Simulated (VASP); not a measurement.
# Si4BN3 (P-43m) in VASP: further runs, part 3 of 3

VASP 6.6.1.

**5. Single point, PBE, collinear spin, ferromagnetic start**

INCAR

```
SYSTEM = Si4BN3
PREC     = Accurate       ! precision mode
ENCUT    = 520            ! plane-wave cutoff, eV
EDIFF    = 1E-6           ! SCF threshold, eV
ISMEAR   = 0              ! smearing method
SIGMA    = 0.1            ! smearing width, eV
LREAL    = .FALSE.        ! projectors in reciprocal space
LASPH    = .TRUE.         ! aspherical terms in the spheres
NELM     = 150            ! most SCF steps
ALGO     = Normal         ! electronic algorithm
ISIF     = 2              ! what is computed and relaxed
LWAVE    = .FALSE.        ! write WAVECAR
LCHARG   = .FALSE.        ! write CHGCAR
ISPIN    = 2              ! spin polarisation
MAGMOM   = 0 0 0 0 0 1 1 1 ! initial moments
LORBIT   = 11             ! projections on sites
GGA      = PE             ! functional
NBANDS   = 31             ! bands
```

KPOINTS

```
Automatic mesh
0
G
  4 4 4
  0 0 0
```

POSCAR

```
Si4BN3
1.0
    4.3717731237      0.0000000000      0.0000000000
    0.0000000000      4.3717731237      0.0000000000
    0.0000000000      0.0000000000      4.3717731237
Si B N
4 1 3
Direct
    0.7426367917      0.2573632083      0.7426367917
    0.7426367917      0.7426367917      0.2573632083
    0.2573632083      0.2573632083      0.2573632083
    0.2573632083      0.7426367917      0.7426367917
    0.0000000000      0.0000000000      0.0000000000
    0.5000000000      0.5000000000      0.0000000000
    0.5000000000      0.0000000000      0.5000000000
    0.0000000000      0.5000000000      0.5000000000
```

Potentials or basis: VASP PAW PBE potentials, release 64 (Si, B, N).

Launch:

```
$ cat potpaw_PBE.64/Si/POTCAR potpaw_PBE.64/B/POTCAR potpaw_PBE.64/N/POTCAR > POTCAR
$ mpirun -np 1 vasp_std > vasp.out
```

OUTCAR:

```text
SYSTEM = Si4BN3
   PREC = Accurate
   ENCUT = 520
   EDIFF = 1E-6
   ISMEAR = 0
   LREAL = .FALSE.
   LASPH = .TRUE.
   NELM = 150
   ISIF = 2
   ISPIN = 2
   LORBIT = 11
   GGA = PE

 ion  position               nearest neighbor table
   1  0.743  0.257  0.743-   6 1.88   7 1.88   8 1.88   5 1.95   3 3.00   4 3.00   2 3.00   3 3.09
                             3 3.09   4 3.09   2 3.09   2 3.09   4 3.09
   2  0.743  0.743  0.257-   6 1.88   7 1.88   8 1.88   5 1.95   3 3.00   4 3.00   1 3.00   3 3.09
                             3 3.09   4 3.09   1 3.09   1 3.09   4 3.09
   3  0.257  0.257  0.257-   6 1.88   7 1.88   8 1.88   5 1.95   2 3.00   4 3.00   1 3.00   1 3.09
                             4 3.09   2 3.09   4 3.09   1 3.09   2 3.09
   4  0.257  0.743  0.743-   6 1.88   7 1.88   8 1.88   5 1.95   2 3.00   3 3.00   1 3.00   3 3.09
                             1 3.09   3 3.09   2 3.09   1 3.09   2 3.09
   5  0.000  0.000  0.000-   1 1.95   2 1.95   3 1.95   4 1.95
   6  0.500  0.500  0.000-   1 1.88   2 1.88   3 1.88   4 1.88
   7  0.500  0.000  0.500-   1 1.88   2 1.88   3 1.88   4 1.88
   8  0.000  0.500  0.500-   1 1.88   2 1.88   3 1.88   4 1.88

  LATTYP: Found a simple cubic cell.
 ALAT       =     4.3717731237

  Lattice vectors:

 A1 = (   4.3717731237,   0.0000000000,   0.0000000000)
 A2 = (   0.0000000000,   4.3717731237,   0.0000000000)
 A3 = (   0.0000000000,   0.0000000000,   4.3717731237)

Analysis of symmetry for initial positions (statically):
=====================================================================
 Subroutine PRICEL returns:
 Original cell was already a primitive cell.

 Routine SETGRP: Setting up the symmetry group for a
 simple cubic supercell.

 Subroutine GETGRP returns: Found 24 space group operations
 (whereof 24 operations were pure point group operations)
 out of a pool of 48 trial point group operations.

The static configuration has the point symmetry T_d .

Analysis of symmetry for dynamics (positions and initial velocities):
=====================================================================
 Subroutine PRICEL returns:
 Original cell was already a primitive cell.

 Routine SETGRP: Setting up the symmetry group for a
 simple cubic supercell.

 Subroutine GETGRP returns: Found 24 space group operations
 (whereof 24 operations were pure point group operations)
 out of a pool of 48 trial point group operations.

The dynamic configuration has the point symmetry T_d .

Analysis of structural, dynamic, and magnetic symmetry:
=====================================================================
 Subroutine PRICEL returns:
 Original cell was already a primitive cell.

 Routine SETGRP: Setting up the symmetry group for a
 simple cubic supercell.

 Subroutine GETGRP returns: Found 24 space group operations
 (whereof 24 operations were pure point group operations)
 out of a pool of 48 trial point group operations.

The overall configuration has the point symmetry T_d .

 Subroutine INISYM returns: Found 24 space group operations
 (whereof 24 operations are pure point group operations),
 and found     1 'primitive' translations

----------------------------------------------------------------------------------------

                                     Primitive cell

  volume of cell :      83.5551

  direct lattice vectors                    reciprocal lattice vectors
     4.371773124  0.000000000  0.000000000     0.228740141  0.000000000  0.000000000
[... 99 lines left out ...]
   EFERMI_NEDOS =   21; number of points for ismear=-14 and -15
   IALGO  =     38    algorithm
   IMIX   =      4    mixing-type and parameters
     AMIX     =   0.40;   BMIX     =  1.00
     AMIX_MAG =   1.60;   BMIX_MAG =  1.00
  volume/ion in A,a.u.               =      10.44        70.48
  Fermi-wavevector in a.u.,A,eV,Ry     =   1.213138  2.292498 20.023744  1.471704
  Thomas-Fermi vector in A             =   2.348600
   LORBIT       =     11    0 simple, 1 ext, 2 COOP (PROOUT), +10 PAW based schemes
   GGA     = PE    functional components
   LHFCALC =     F    Hartree Fock is set to
   AEXX    =    0.0000 exact exchange contribution
   IVDW    =     0    specifies the selected vdW correction
   LEPSILON=     F    determine dielectric tensor
   LRPA    =     F    only Hartree local field effects (RPA)
 spin polarized calculation
 Gauss-broadening in eV      SIGMA  =   0.10
  energy-cutoff  :      520.00
  volume of cell :       83.56
 maximum number of plane-waves:      2301
 NGX is ok and might be reduce to    36
   NGX = 17   NGY = 17   NGZ = 17

 number of electron      33.9999996 magnetization       0.1428231

 Free energy of the ion-electron system (eV)
  ---------------------------------------------------
  ext. energy  EPLUGINS =         0.00000000
  ---------------------------------------------------
  free energy    TOTEN  =       -55.43896280 eV

  energy without entropy =      -55.43102258  energy(sigma->0) =      -55.43499269

 E-fermi :  10.9687     XC(G=0): -11.3784

 val. band max:       10.9301355082   @ k =   0.5000   0.2500   0.0000
 cond. band min:      11.0644661622   @ k =   0.5000   0.2500   0.2500
 fundamental gap:      0.1343306540
 Fermi energy:        10.9686648829

 spin component 1

 k-point     1 :       0.0000    0.0000    0.0000
  band No.  band energies     occupation
      1      -9.9386      1.00000
      2      -7.3217      1.00000
      3      -7.3217      1.00000
      4      -0.6300      1.00000
      5      -0.6300      1.00000
      6      -0.6300      1.00000
[... 309 lines left out ...]
     28      15.5126      0.00000
     29      16.5502      0.00000
 Fermi energy:        10.9686648829

 spin component 2

 k-point     1 :       0.0000    0.0000    0.0000
  band No.  band energies     occupation
      1      -9.9108      1.00000
      2      -7.2988      1.00000
      3      -7.2988      1.00000
      4      -0.6058      1.00000
      5      -0.6058      1.00000
      6      -0.6058      1.00000
[... 309 lines left out ...]
     28      15.5136      0.00000
     29      16.5594      0.00000
 [bands above 29 left out]

------------------------ aborting loop because EDIFF is reached ----------------------------------------

  FORCE on cell =-STRESS in cart. coord.  units (eV):
  Direction    XX          YY          ZZ          XY          YZ          ZX
  --------------------------------------------------------------------------------------
  -------------------------------------------------------------------------------------
  Total       -0.2723903     -0.2723903     -0.2723903      0.0000000     -0.0000000     -0.0000000
  in kB       -5.2231129     -5.2231129     -5.2231129      0.0000000     -0.0000000     -0.0000000
  external PRESSURE =      -5.2231129 kB  Pullay stress =       0.0000000 kB

 VOLUME and BASIS-vectors are now :
 -----------------------------------------------------------------------------
  energy-cutoff  :      520.00
  volume of cell :       83.56
      direct lattice vectors                 reciprocal lattice vectors
     4.371773124  0.000000000  0.000000000     0.228740141  0.000000000  0.000000000
     0.000000000  4.371773124  0.000000000     0.000000000  0.228740141  0.000000000
     0.000000000  0.000000000  4.371773124     0.000000000  0.000000000  0.228740141

 POSITION                                       TOTAL-FORCE (eV/Angst)
 -----------------------------------------------------------------------------------
      3.24664      1.12513      3.24664        -0.013388      0.013388     -0.013388
      3.24664      3.24664      1.12513        -0.013388     -0.013388      0.013388
      1.12513      1.12513      1.12513         0.013388      0.013388      0.013388
      1.12513      3.24664      3.24664         0.013388     -0.013388     -0.013388
      0.00000      0.00000      0.00000         0.000000     -0.000000     -0.000000
      2.18589      2.18589      0.00000         0.000000     -0.000000     -0.000000
      2.18589      0.00000      2.18589         0.000000      0.000000     -0.000000
      0.00000      2.18589      2.18589         0.000000     -0.000000     -0.000000
 -----------------------------------------------------------------------------------
    total drift:                               -0.000000     -0.000000     -0.000000

  FREE ENERGIE OF THE ION-ELECTRON SYSTEM (eV)
  ---------------------------------------------------
  free  energy   TOTEN  =       -55.4389628032 eV

  energy  without entropy=      -55.4310225778  energy(sigma->0) =      -55.43499269

 total charge

# of ion       s       p       d       tot
------------------------------------------
    1        0.698   0.868   0.000   1.566
    2        0.698   0.868   0.000   1.566
    3        0.698   0.868   0.000   1.566
    4        0.698   0.868   0.000   1.566
    5        0.695   1.411   0.000   2.106
    6        1.264   2.564   0.000   3.827
    7        1.264   2.564   0.000   3.827
    8        1.264   2.564   0.000   3.827
--------------------------------------------------
tot          7.279  12.572   0.000  19.851

 magnetization (x)

# of ion       s       p       d       tot
------------------------------------------
    1        0.001   0.003   0.000   0.005
    2        0.001   0.003   0.000   0.005
    3        0.001   0.003   0.000   0.005
    4        0.001   0.003   0.000   0.005
    5       -0.000  -0.000   0.000  -0.000
    6        0.004   0.010   0.000   0.013
    7        0.004   0.010   0.000   0.013
    8        0.004   0.010   0.000   0.013
--------------------------------------------------
tot          0.015   0.043   0.000   0.058
```

Wall time 49 s (1 thread of Intel Xeon Platinum 8259CL at 2.50GHz (Skylake/Cascade Lake), shared host); peak memory 0.24 GiB.

What came out:

```yaml
Free_energy: -55.4390 eV
Pressure: -0.5 GPa
Largest_force: 0.023 eV/Å
Net_moment: 0.14 μB per cell
Valence_electrons_inside_the_program's_atomic_spheres: Si 1.57; B 2.11; N 3.83
```

Forces on the atoms (eV/Å):
```
Si  -0.013  0.013 -0.013
Si  -0.013 -0.013  0.013
Si   0.013  0.013  0.013
Si   0.013 -0.013 -0.013
B    0.000  0.000  0.000
N    0.000  0.000  0.000
N    0.000  0.000  0.000
N    0.000  0.000  0.000
```

**6. Summary**

```csv
task,spin,cell,k mesh,cutoff (eV),smearing,gap on the mesh (eV),pressure (GPa),largest force (eV/Å)
single point,off,"a = 4.372 Å, 8 atoms",4 × 4 × 4,520,gaussian 0.2 eV,none,-0.6,0.07
relaxation of cell and atoms,off,"relaxed from a = 4.550 Å, 8 atoms",4 × 4 × 4,600,gaussian 0.2 eV,none,0.1,0.07
single point,off,"a = 4.365 Å, 8 atoms",8 × 8 × 8,520,gaussian 0.1 eV,none,-0.1,-
single point,"collinear, ferromagnetic start","a = 4.372 Å, 8 atoms",4 × 4 × 4,520,gaussian 0.1 eV,none,-0.5,0.02
```

Alike in all rows: level PBE; potentials or basis VASP PAW PBE potentials, release 64 (Si, B, N).

Caveats: the relaxation stopped at a loose force limit of 0.08 eV/Å, so its end isn't a converged minimum (some runs).

Total energies depend on the potentials used, so only differences within one code and one set of settings carry meaning.
